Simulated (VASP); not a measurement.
# RbCl (Fm-3m) in VASP: a series of runs

Runs on RbCl. Level: PBEsol. Tasks: vibrations by perturbation theory.

Program: VASP 6.6.1. These are calculated values, not measurements. Logs are shortened: lines on timing, memory, paths and dates and some standing lists are left out, and cuts for length are marked.

### 1 The cell of the first run

The structure is cubic, space group Fm-3m (No. 225). Conventional cell: a = 6.504 Å, b = 6.504 Å, c = 6.504 Å, α = 90.00°, β = 90.00°, γ = 90.00°. Rb (site symmetry m-3m) has 6 Cl at 3.25 Å within 4.3 Å. Cl (site symmetry m-3m) has 6 Rb at 3.25 Å within 4.3 Å.

### 2 Vibrations by perturbation theory, PBEsol (34.39 Å³/atom)

The input, INCAR:

```
SYSTEM = RbCl
PREC = Accurate ; ENCUT = 500
EDIFF = 1E-8 ; ISMEAR = 0
SIGMA = 0.01 ; LREAL = .False.
LASPH = .True. ; NELM = 120
ALGO = Normal ; ISIF = 2
LWAVE = .False. ; LCHARG = .True.
GGA = PS ; IBRION = 8
NSW = 1 ; GGA_COMPAT = .False.
```

The input, KPOINTS:

```
Automatic mesh
0
Gamma
  6 6 6
  0 0 0
```

The input, POSCAR:

```
RbCl
1.0
    0.0000000000      3.2520261836      3.2520261836
    3.2520261836      0.0000000000      3.2520261836
    3.2520261836      3.2520261836      0.0000000000
Rb Cl
1 1
Direct
    0.0000000000      0.0000000000      0.0000000000
    0.5000000000      0.5000000000      0.5000000000
```

Potentials or basis: VASP PAW PBE potentials, release 64 (Rb_sv, Cl).

Command:

```bash
cat potpaw_PBE.64/Rb_sv/POTCAR potpaw_PBE.64/Cl/POTCAR > POTCAR
mpirun -np 1 vasp_std > vasp.out
```

OUTCAR:

```text
SYSTEM = RbCl
   PREC = Accurate
   ENCUT = 500
   EDIFF = 1E-8
   ISMEAR = 0
   LREAL = .False.
   LASPH = .True.
   NELM = 120
   ISIF = 2
   GGA = PS
   IBRION = 8
   NSW = 1

 ion  position               nearest neighbor table
   1  0.000  0.000  0.000-   2 3.25   2 3.25   2 3.25   2 3.25   2 3.25   2 3.25
   2  0.500  0.500  0.500-   1 3.25   1 3.25   1 3.25   1 3.25   1 3.25   1 3.25

  LATTYP: Found a face centered cubic cell.
 ALAT       =     6.5040523672

  Lattice vectors:

 A1 = (   0.0000000000,   3.2520261836,   3.2520261836)
 A2 = (   3.2520261836,   0.0000000000,   3.2520261836)
 A3 = (   3.2520261836,   3.2520261836,   0.0000000000)

Analysis of symmetry for initial positions (statically):
=====================================================================
 Subroutine PRICEL returns:
 Original cell was already a primitive cell.

 Routine SETGRP: Setting up the symmetry group for a
 face centered cubic supercell.

 Subroutine GETGRP returns: Found 48 space group operations
 (whereof 48 operations were pure point group operations)
 out of a pool of 48 trial point group operations.

The static configuration has the point symmetry O_h .

Analysis of symmetry for dynamics (positions and initial velocities):
=====================================================================
 Subroutine PRICEL returns:
 Original cell was already a primitive cell.

 Routine SETGRP: Setting up the symmetry group for a
 face centered cubic supercell.

 Subroutine GETGRP returns: Found 48 space group operations
 (whereof 48 operations were pure point group operations)
 out of a pool of 48 trial point group operations.

The dynamic configuration has the point symmetry O_h .

[... 393 lines left out ...]
  Total        0.1424037      0.1424037      0.1424037     -0.0000000      0.0000000     -0.0000000
  in kB        3.3169562      3.3169562      3.3169562     -0.0000000      0.0000000     -0.0000000
  external PRESSURE =       3.3169562 kB  Pullay stress =       0.0000000 kB

 VOLUME and BASIS-vectors are now :
 -----------------------------------------------------------------------------
  energy-cutoff  :      500.00
  volume of cell :       68.78
      direct lattice vectors                 reciprocal lattice vectors
     0.000000000  3.252026184  3.252026184    -0.153750300  0.153750300  0.153750300
     3.252026184  0.000000000  3.252026184     0.153750300 -0.153750300  0.153750300
     3.252026184  3.252026184  0.000000000     0.153750300  0.153750300 -0.153750300

 POSITION                                       TOTAL-FORCE (eV/Angst)
 -----------------------------------------------------------------------------------
      0.00000      0.00000      0.00000        -0.000000     -0.000000     -0.000000
      3.25203      3.25203      3.25203         0.000000      0.000000      0.000000
 -----------------------------------------------------------------------------------
    total drift:                                0.000000      0.000000      0.000000

  FREE ENERGIE OF THE ION-ELECTRON SYSTEM (eV)
  ---------------------------------------------------
  free  energy   TOTEN  =        -6.8928936529 eV

  energy  without entropy=       -6.8928936529  energy(sigma->0) =       -6.89289365

[... ionic steps 2 to 3 ...]

--------------------------------------- Ionic step        4  -------------------------------------------

------------------------ aborting loop because EDIFF is reached ----------------------------------------

[... ionic steps 5 to 6 ...]

--------------------------------------- Ionic step        7  -------------------------------------------

 Free energy of the ion-electron system (eV)
  ---------------------------------------------------
  ---------------------------------------------------
  free energy    TOTEN  =        -0.19924039 eV

  energy without entropy =       -0.19924039

------------------------ aborting loop because EDIFF is reached ----------------------------------------

 INTERNAL STRAIN TENSOR  FOR ION    2  DIRECTION 1   (eV/Angst):
 -----------------------------------------------------------------------------
    -0.00739  0.00000  0.00000
     0.00000  0.00141  0.00000
     0.00000  0.00000  0.00141

 INTERNAL STRAIN TENSOR FOR ION    2 for displacements in x,y,z  (eV/Angst):
          X           Y           Z          XY          YZ          ZX
  --------------------------------------------------------------------------------
  x     0.00000     0.00000     0.00000     0.00000     0.00000     0.00000
  y     0.00000     0.00000     0.00000     0.00000     0.00000     0.00000
  z     0.00000     0.00000     0.00000     0.00000     0.00000     0.00000

 SECOND DERIVATIVES (NOT SYMMETRIZED)
 ------------------------------------
               1X          1Y          1Z          2X          2Y          2Z
  1X    -1.311038    0.000000    0.000000    1.311038    0.000000    0.000000
  1Y     0.000000   -1.311038    0.000000    0.000000    1.311038    0.000000
  1Z     0.000000    0.000000   -1.311038    0.000000    0.000000    1.311038
  2X     1.310153    0.000000    0.000000   -1.310153    0.000000    0.000000
  2Y     0.000000    1.310153    0.000000    0.000000   -1.310153    0.000000
  2Z     0.000000    0.000000    1.310153    0.000000    0.000000   -1.310153

 Eigenvectors and eigenvalues of the dynamical matrix
 ----------------------------------------------------

   1 f  =    3.575011 THz    22.462455 2PiTHz  119.249522 cm-1    14.785050 meV
             X         Y         Z           dx          dy          dz
      0.000000  0.000000  0.000000    -0.541601    0.000000    0.000000
      3.252026  3.252026  3.252026     0.840636    0.000000    0.000000
[... 21 lines left out ...]
   6 f/i=    0.000550 THz     0.003453 2PiTHz    0.018334 cm-1     0.002273 meV
             X         Y         Z           dx          dy          dz
      0.000000  0.000000  0.000000    -0.840636    0.000000    0.000000
      3.252026  3.252026  3.252026    -0.541601    0.000000    0.000000

--------------------------------------------------------------------------------------------------------

 ELASTIC MODULI CONTR FROM IONIC RELAXATION (kBar)
 Direction    XX          YY          ZZ          XY          YZ          ZX
 --------------------------------------------------------------------------------
 XX           0.0000      0.0000      0.0000      0.0000      0.0000      0.0000
 YY           0.0000      0.0000      0.0000      0.0000      0.0000      0.0000
 ZZ           0.0000      0.0000      0.0000      0.0000      0.0000      0.0000
 XY           0.0000      0.0000      0.0000      0.0000      0.0000      0.0000
 YZ           0.0000      0.0000      0.0000      0.0000      0.0000      0.0000
 ZX           0.0000      0.0000      0.0000      0.0000      0.0000      0.0000
 --------------------------------------------------------------------------------
```

stdout:

```text
POSCAR found type information on POSCAR RbCl
 POSCAR found :  2 types and       2 ions
 scaLAPACK will be used
 -----------------------------------------------------------------------------
|                                                                             |
|                                                                             |
|     You enforced a specific xc type in the INCAR file but a different       |
|     I HOPE YOU KNOW WHAT YOU ARE DOING!                                     |
|                                                                             |
 -----------------------------------------------------------------------------

 LDA part: xc-table for (Slater+PW92), standard interpolation
 POSCAR, INCAR and KPOINTS ok, starting setup
 FFT: planning ... GRIDC
 FFT: planning ... GRID_SOFT
 FFT: planning ... GRID
 WAVECAR not read
 entering main loop
 Linear response reoptimize wavefunctions to high precision
 Linear response DOF=           2
 Linear response progress:
 first order change of Fermi-energy   0.26816E-01
 force on displaced ion       1 direction 1 :  -1.311   0.000   0.000
 Linear response progress:
 first order change of Fermi-energy  -0.26787E-01
 force on displaced ion       2 direction 1 :  -1.310   0.000   0.000
 Linear response finished
```

Wall time 4.8 min (1 thread of Intel Xeon Platinum 8259CL at 2.50GHz (Skylake/Cascade Lake), shared host); peak memory 0.26 GiB.

What came out:

| Item | Value |
| --- | --- |
| Highest phonon frequency at Γ, LO-TO splitting left out | 119 cm⁻¹ |

Phonon frequencies in cm⁻¹ (negative: imaginary):
```csv
q point,frequencies
"(0.000, 0.000, 0.000)",0 0 0 119 119 119
```

Caveat: the PAW data sets were made with another functional, which shifts forces and pressure a little.

### 3 Vibrations by perturbation theory, PBEsol

This run uses another cell than the first one, of 35.09 Å³/atom.

The input, INCAR:

```
SYSTEM = RbCl
  PREC = Accurate
  ENCUT = 500
  EDIFF = 1E-8
  ISMEAR = 0
  SIGMA = 0.01
  LREAL = .FALSE.
  LASPH = .TRUE.
  NELM = 120
  ALGO = Normal
  ISIF = 2
  LWAVE = .FALSE.
  LCHARG = .TRUE.
  GGA = PS
  NBANDS = 15
  IBRION = 8
  NSW = 1
  GGA_COMPAT = .FALSE.
```

The input, KPOINTS:

```
regular mesh
0
G
  6 6 6
  0 0 0
```

The input, POSCAR:

```
RbCl
1.0
    0.0000000000      3.2740000000      3.2740000000
    3.2740000000      0.0000000000      3.2740000000
    3.2740000000      3.2740000000      0.0000000000
Rb Cl
1 1
Direct
    0.0000000000      0.0000000000      0.0000000000
    0.5000000000      0.5000000000      0.5000000000
```

Potentials or basis: VASP PAW PBE potentials, release 64 (Rb_sv, Cl).

Command:

```bash
cat potpaw_PBE.64/Rb_sv/POTCAR potpaw_PBE.64/Cl/POTCAR > POTCAR
mpirun -np 1 vasp_std > vasp.out
```

OUTCAR:

```text
SYSTEM = RbCl
   PREC = Accurate
   ENCUT = 500
   EDIFF = 1E-8
   ISMEAR = 0
   LREAL = .FALSE.
   LASPH = .TRUE.
   NELM = 120
   ISIF = 2
   GGA = PS
   IBRION = 8
   NSW = 1

 ion  position               nearest neighbor table
   1  0.000  0.000  0.000-   2 3.27   2 3.27   2 3.27   2 3.27   2 3.27   2 3.27
   2  0.500  0.500  0.500-   1 3.27   1 3.27   1 3.27   1 3.27   1 3.27   1 3.27

  LATTYP: Found a face centered cubic cell.
 ALAT       =     6.5480000000

  Lattice vectors:

 A1 = (   0.0000000000,   3.2740000000,   3.2740000000)
 A2 = (   3.2740000000,   0.0000000000,   3.2740000000)
 A3 = (   3.2740000000,   3.2740000000,   0.0000000000)

Analysis of symmetry for initial positions (statically):
=====================================================================
 Subroutine PRICEL returns:
 Original cell was already a primitive cell.

 Routine SETGRP: Setting up the symmetry group for a
 face centered cubic supercell.

 Subroutine GETGRP returns: Found 48 space group operations
 (whereof 48 operations were pure point group operations)
 out of a pool of 48 trial point group operations.

The static configuration has the point symmetry O_h .

Analysis of symmetry for dynamics (positions and initial velocities):
=====================================================================
 Subroutine PRICEL returns:
 Original cell was already a primitive cell.

 Routine SETGRP: Setting up the symmetry group for a
 face centered cubic supercell.

 Subroutine GETGRP returns: Found 48 space group operations
 (whereof 48 operations were pure point group operations)
 out of a pool of 48 trial point group operations.

The dynamic configuration has the point symmetry O_h .

 Subroutine INISYM returns: Found 48 space group operations
 (whereof 48 operations are pure point group operations),
 and found     1 'primitive' translations

----------------------------------------------------------------------------------------

                                     Primitive cell

  volume of cell :      70.1885

  direct lattice vectors                    reciprocal lattice vectors
     0.000000000  3.274000000  3.274000000    -0.152718387  0.152718387  0.152718387
     3.274000000  0.000000000  3.274000000     0.152718387 -0.152718387  0.152718387
     3.274000000  3.274000000  0.000000000     0.152718387  0.152718387 -0.152718387

  length of vectors
     4.630135203  4.630135203  4.630135203     0.264516006  0.264516006  0.264516006

  position of ions in fractional coordinates (direct lattice)
     0.000000000  0.000000000  0.000000000
     0.500000000  0.500000000  0.500000000

  ion indices of the primitive-cell ions
   primitive index   ion index
                 1           1
                 2           2

[... 129 lines left out ...]
      8      -1.8944      2.00000
      9       2.9933      0.00000
     10       6.0188      0.00000
     11       6.0188      0.00000
     12       6.0188      0.00000
     13       7.0098      0.00000
     14       7.0098      0.00000
[... 259 lines left out ...]
      4      -9.9481      2.00000
      5      -9.8122      2.00000
      6      -2.2751      2.00000
      7      -2.1874      2.00000
      8      -2.0778      2.00000
      9       4.8958      0.00000
     10       6.5869      0.00000
     11       6.8738      0.00000
     12       7.9290      0.00000
     13       8.9508      0.00000
     14       9.9213      0.00000
     15      10.3918      0.00000

------------------------ aborting loop because EDIFF is reached ----------------------------------------

  FORCE on cell =-STRESS in cart. coord.  units (eV):
  Direction    XX          YY          ZZ          XY          YZ          ZX
  --------------------------------------------------------------------------------------
  -------------------------------------------------------------------------------------
  Total       -0.0084866     -0.0084866     -0.0084866      0.0000000      0.0000000      0.0000000
  in kB       -0.1937207     -0.1937207     -0.1937207      0.0000000      0.0000000      0.0000000
  external PRESSURE =      -0.1937207 kB  Pullay stress =       0.0000000 kB

 VOLUME and BASIS-vectors are now :
 -----------------------------------------------------------------------------
  energy-cutoff  :      500.00
  volume of cell :       70.19
      direct lattice vectors                 reciprocal lattice vectors
     0.000000000  3.274000000  3.274000000    -0.152718387  0.152718387  0.152718387
     3.274000000  0.000000000  3.274000000     0.152718387 -0.152718387  0.152718387
     3.274000000  3.274000000  0.000000000     0.152718387  0.152718387 -0.152718387

 POSITION                                       TOTAL-FORCE (eV/Angst)
 -----------------------------------------------------------------------------------
      0.00000      0.00000      0.00000        -0.000000     -0.000000     -0.000000
      3.27400      3.27400      3.27400         0.000000      0.000000      0.000000
 -----------------------------------------------------------------------------------
    total drift:                                0.000000      0.000000      0.000000

  FREE ENERGIE OF THE ION-ELECTRON SYSTEM (eV)
  ---------------------------------------------------
  free  energy   TOTEN  =        -6.8945340511 eV

  energy  without entropy=       -6.8945340511  energy(sigma->0) =       -6.89453405

[... ionic steps 2 to 3 ...]

--------------------------------------- Ionic step        4  -------------------------------------------

------------------------ aborting loop because EDIFF is reached ----------------------------------------

[... ionic steps 5 to 6 ...]

--------------------------------------- Ionic step        7  -------------------------------------------

 Free energy of the ion-electron system (eV)
  ---------------------------------------------------
  ---------------------------------------------------
  free energy    TOTEN  =        -0.19935463 eV

  energy without entropy =       -0.19935463

------------------------ aborting loop because EDIFF is reached ----------------------------------------

 INTERNAL STRAIN TENSOR  FOR ION    2  DIRECTION 1   (eV/Angst):
 -----------------------------------------------------------------------------
    -0.00709 -0.00000  0.00000
    -0.00000  0.00096  0.00000
     0.00000  0.00000  0.00096

 INTERNAL STRAIN TENSOR FOR ION    2 for displacements in x,y,z  (eV/Angst):
          X           Y           Z          XY          YZ          ZX
  --------------------------------------------------------------------------------
  x     0.00000     0.00000     0.00000     0.00000     0.00000     0.00000
  y     0.00000     0.00000     0.00000     0.00000     0.00000     0.00000
  z     0.00000     0.00000     0.00000     0.00000     0.00000     0.00000

 SECOND DERIVATIVES (NOT SYMMETRIZED)
 ------------------------------------
               1X          1Y          1Z          2X          2Y          2Z
  1X    -1.181569    0.000000    0.000000    1.181569    0.000000    0.000000
  1Y     0.000000   -1.181569    0.000000    0.000000    1.181569    0.000000
  1Z     0.000000    0.000000   -1.181569    0.000000    0.000000    1.181569
  2X     1.181622    0.000000    0.000000   -1.181622    0.000000    0.000000
  2Y     0.000000    1.181622    0.000000    0.000000   -1.181622    0.000000
  2Z     0.000000    0.000000    1.181622    0.000000    0.000000   -1.181622

 Eigenvectors and eigenvalues of the dynamical matrix
 ----------------------------------------------------

   1 f  =    3.394765 THz    21.329940 2PiTHz  113.237182 cm-1    14.039615 meV
             X         Y         Z           dx          dy          dz
      0.000000  0.000000  0.000000    -0.541463    0.000000    0.000000
      3.274000  3.274000  3.274000     0.840725    0.000000    0.000000
[... 21 lines left out ...]
   6 f/i=    0.000035 THz     0.000219 2PiTHz    0.001160 cm-1     0.000144 meV
             X         Y         Z           dx          dy          dz
      0.000000  0.000000  0.000000    -0.840725    0.000000    0.000000
      3.274000  3.274000  3.274000    -0.541463    0.000000    0.000000

--------------------------------------------------------------------------------------------------------

 ELASTIC MODULI CONTR FROM IONIC RELAXATION (kBar)
 Direction    XX          YY          ZZ          XY          YZ          ZX
 --------------------------------------------------------------------------------
 XX           0.0000      0.0000      0.0000      0.0000      0.0000      0.0000
 YY           0.0000      0.0000      0.0000      0.0000      0.0000      0.0000
 ZZ           0.0000      0.0000      0.0000      0.0000      0.0000      0.0000
 XY           0.0000      0.0000      0.0000      0.0000      0.0000      0.0000
 YZ           0.0000      0.0000      0.0000      0.0000      0.0000      0.0000
 ZX           0.0000      0.0000      0.0000      0.0000      0.0000      0.0000
 --------------------------------------------------------------------------------
```

stdout:

```text
POSCAR found type information on POSCAR RbCl
 POSCAR found :  2 types and       2 ions
 scaLAPACK will be used
 -----------------------------------------------------------------------------
|                                                                             |
|                                                                             |
|     You enforced a specific xc type in the INCAR file but a different       |
|     I HOPE YOU KNOW WHAT YOU ARE DOING!                                     |
|                                                                             |
 -----------------------------------------------------------------------------

 LDA part: xc-table for (Slater+PW92), standard interpolation
 POSCAR, INCAR and KPOINTS ok, starting setup
 FFT: planning ... GRIDC
 FFT: planning ... GRID_SOFT
 FFT: planning ... GRID
 WAVECAR not read
 entering main loop
 Linear response reoptimize wavefunctions to high precision
 Linear response DOF=           2
 Linear response progress:
 first order change of Fermi-energy   0.96971E-06
 force on displaced ion       1 direction 1 :  -1.182   0.000   0.000
 Linear response progress:
 first order change of Fermi-energy   0.84750E-04
 force on displaced ion       2 direction 1 :  -1.182   0.000   0.000
 Linear response finished
```

It took 4.2 min on 1 thread of Intel Xeon Platinum 8259CL at 2.50GHz (Skylake/Cascade Lake), shared host; peak memory 0.26 GiB.

What came out:

| Item | Value |
| --- | --- |
| Highest phonon frequency at Γ, LO-TO splitting left out | 113 cm⁻¹ |

Phonon frequencies in cm⁻¹ (negative: imaginary):
| q point | frequencies |
| --- | --- |
| (0.000, 0.000, 0.000) | 0 0 0 113 113 113 |

Caveat: the PAW data sets were made with another functional, which shifts forces and pressure a little.

[end of part 1 of 2]
